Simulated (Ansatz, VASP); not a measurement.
# C: VASP beside Ansatz

```
CELL_PARAMETERS angstrom
1.22803 0.70900 3.84906
-1.22803 0.70900 3.84906
0.00000 -1.41800 3.84906
ATOMIC_POSITIONS crystal
C 0.16400 0.16400 0.16400
C 0.83600 0.83600 0.83600
```

Change from the starting cell: strain +0.1500 x Voigt [0, 0, 1, 0, 0, 0], atoms carried along.

Alike in both runs: task single point; functional LDA; k mesh 12 × 12 × 12; occupations gaussian, width 0.05 eV; no spin polarisation.

|  | VASP | Ansatz |
| --- | --- | --- |
| version | VASP 6.6.1 | Ansatz 0.2.0 |
| potentials or method | VASP PAW LDA potentials, release 64 (C), cutoff 600 eV | scalar-relativistic, plane waves, PAW |
| valence electrons in the cell | 8 | 8 |

|  | VASP | Ansatz | Ansatz less VASP |
| --- | --- | --- | --- |
| gap on the k mesh at the Fermi level (eV) | 0.33 | 0.33 | -0.001 |
| least direct gap on the mesh (eV) | 0.33 | 0.33 | -0.001 |
| pressure (GPa) | -3.7 | -4.0 | -0.28 |
| traceless stress, the component that is largest in VASP (GPa) | 1.25 | 1.86 | +0.609 |
| rms of the force components (eV/Å) | 0.617 | 0.621 | +0.0037 |

LDA's correlation is that of Perdew and Zunger in VASP and of Perdew and Wang (1992) in Ansatz. Atom by atom the forces differ by 0.004 eV/Å (rms over components).
